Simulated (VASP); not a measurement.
A run of VASP 6.6.1 is set up as follows.

File INCAR:

```
SYSTEM = Pb
AGGAC = 1.0 ; AGGAX = 1.0
ALDAC = 0.0 ; ALDAX = 1.0
ALGO = Fast ; EDIFF = 1E-7
ENCUT = 520 ; GGA = B5
ISIF = 2 ; ISMEAR = -1
IVDW = 12 ; LASPH = .TRUE.
LCHARG = .TRUE. ; LELF = .TRUE.
LREAL = .FALSE. ; LVHAR = .TRUE.
LWAVE = .FALSE. ; NBANDS = 13
NELM = 80 ; PREC = Accurate
SIGMA = 0.05 ; VDW_A1 = 0.4298
VDW_A2 = 4.2359 ; VDW_S6 = 1.0
VDW_S8 = 2.6996
```

Contents of KPOINTS:

```
k-points
0
G
  9 9 9
  0 0 0
```

POSCAR

```
Pb
1.0
   -1.9691856130      1.9691856130      1.9691856130
    1.9691856130     -1.9691856130      1.9691856130
    1.9691856130      1.9691856130     -1.9691856130
Pb
1
Direct
    0.0000000000      0.0000000000      0.0000000000
```

Potentials or basis: VASP PAW PBE potentials, release 64 (Pb_d).

The run is started by

```bash
$ cat potpaw_PBE.64/Pb_d/POTCAR > POTCAR
$ mpirun -np 1 vasp_std > vasp.out
```

**Question.** Estimate the dispersion energy per atom.

**Answer.** -0.992 eV.

**Question.** What does it give for the pressure?

**Answer.** 0.1 GPa.

**Question.** Predict the band gap on the k mesh.

**Answer.** Zero (band 7 reaches 15.05 eV, above the bottom of band 8 at 5.73 eV).

Caveat: the PAW data sets were made with another functional, which shifts forces and pressure a little; spin-orbit coupling is left out, which moves the levels of the heavy elements; pairwise dispersion overbinds metals, which lowers pressure and volume.
